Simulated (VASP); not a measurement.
Wanted: the native input for a VASP 6.6.1 run.

```
Task                   : single point
Functional             : PBE
Potentials or basis    : VASP PAW PBE potentials, release 64 (In_d, Se)
Cutoff                 : 520 eV
k mesh                 : 10 × 10 × 10
Occupations            : gaussian, width 0.1 eV
Spin                   : no spin polarisation
Dipole correction      : no
Further INCAR settings : ALGO = Normal; EDIFF = 1e-06; NBANDS = 30
```

The structure of In3Se lies in POSCAR:

```
In3Se
1.0
    4.8037580000      0.0000000000      0.0000000000
    0.0000000000      4.8037580000      0.0000000000
    0.0000000000      0.0000000000      4.8037580000
In Se
3 1
Direct
    0.0000000000      0.5000000000      0.5000000000
    0.5000000000      0.0000000000      0.5000000000
    0.5000000000      0.5000000000      0.0000000000
    0.0000000000      0.0000000000      0.0000000000
```

The input as run:

INCAR

```
PREC     = Accurate       # precision mode
ENCUT    = 520            # plane-wave cutoff, eV
EDIFF    = 1E-6           # SCF threshold, eV
ISMEAR   = 0              # smearing method
SIGMA    = 0.1            # smearing width, eV
LREAL    = F              # projectors in reciprocal space
LASPH    = T              # aspherical terms in the spheres
NELM     = 100            # most SCF steps
ALGO     = Normal         # electronic algorithm
ISIF     = 2              # what is computed and relaxed
LWAVE    = F              # write WAVECAR
LCHARG   = F              # write CHGCAR
GGA      = PE             # functional
NBANDS   = 30             # bands
```

KPOINTS

```
regular mesh
0
Gamma
  10 10 10
```

Potentials or basis: VASP PAW PBE potentials, release 64 (In_d, Se).

The run is started by

```console
$ cat potpaw_PBE.64/In_d/POTCAR potpaw_PBE.64/Se/POTCAR > POTCAR
$ mpirun -np 1 vasp_std > vasp.out
```

Results of the run:

| Item | Value |
| --- | --- |
| Pressure | -0.3 GPa |
| Band gap on the k mesh | zero (an odd number of electrons rules out a gap without spin polarisation) |

Caveat: spin-orbit coupling is left out, which moves the levels of the heavy elements.

It took 2.9 min on 1 thread of Intel Xeon 8259CL, on a shared host, peak memory 0.3 GiB.
